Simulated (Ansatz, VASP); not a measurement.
Ca: VASP beside Ansatz

INCAR

```
PREC     = Accurate       # precision mode
ENCUT    = 520            # plane-wave cutoff, eV
EDIFF    = 1E-7           # SCF threshold, eV
ISMEAR   = 0              # smearing method
SIGMA    = 0.15           # smearing width, eV
LREAL    = F              # projectors in reciprocal space
LASPH    = T              # aspherical terms in the spheres
NELM     = 100            # most SCF steps
ALGO     = Normal         # electronic algorithm
ISIF     = 2              # what is computed and relaxed
LWAVE    = F              # write WAVECAR
LCHARG   = T              # write CHGCAR
GGA      = PS             # functional
LELF     = T              # ELF
LVHAR    = T            
NBANDS   = 11             # bands
```

File KPOINTS:

```
regular mesh
0
Gamma
  14 14 14
```

POSCAR

```
Ca
1.0
    0.0000000000      2.8780260000      2.7522870000
    2.8780260000      0.0000000000      2.7522870000
    2.8780260000      2.8780260000      0.0000000000
Ca
1
Direct
    0.0000000000      0.0000000000      0.0000000000
```

Input for Ansatz:

```yaml
crystal:
  lattice:
    - [0.0, 2.878026, 2.752287]
    - [2.878026, 0.0, 2.752287]
    - [2.878026, 2.878026, 0.0]
  atoms:
    - { symbol: Ca, position: [0.0, 0.0, 0.0] }
basis:
  ecutwfc: 420
kpoints:
  mp_grid: { grid: [14, 14, 14] }
hamiltonian:
  xc: pbesol
scf:
  occupations: { method: gaussian, width: 0.15 }
output:
  forces: true
  stress: true
  eigenvalues: true
```

Change from the starting cell: strain +0.030 along x and y, -0.015 along z, atoms carried along.

Alike in both runs: task single point; functional PBEsol; k mesh 14 × 14 × 14; occupations gaussian, width 0.15 eV; no spin polarisation.

|  | VASP | Ansatz |
| --- | --- | --- |
| version | VASP 6.6.1 | Ansatz 0.2.0 |
| potentials or method | VASP PAW PBE potentials, release 64 (Ca_sv), cutoff 520 eV | scalar-relativistic, plane waves, PAW |
| valence electrons in the cell | 10 | 10 |

|  | VASP | Ansatz | Ansatz less VASP |
| --- | --- | --- | --- |
| gap on the k mesh at the Fermi level (eV) | none | none | - |
| pressure (GPa) | -1.7 | -1.7 | -0.01 |
| traceless stress, the component that is largest in VASP (GPa) | 0.17 | 0.17 | 0.000 |

VASP's potentials were made for PBE, not for PBEsol. A gap of «none» marks a metal or a gap that the smearing closes. The functional is the same, so the differences come from potentials, cutoffs and numerics.
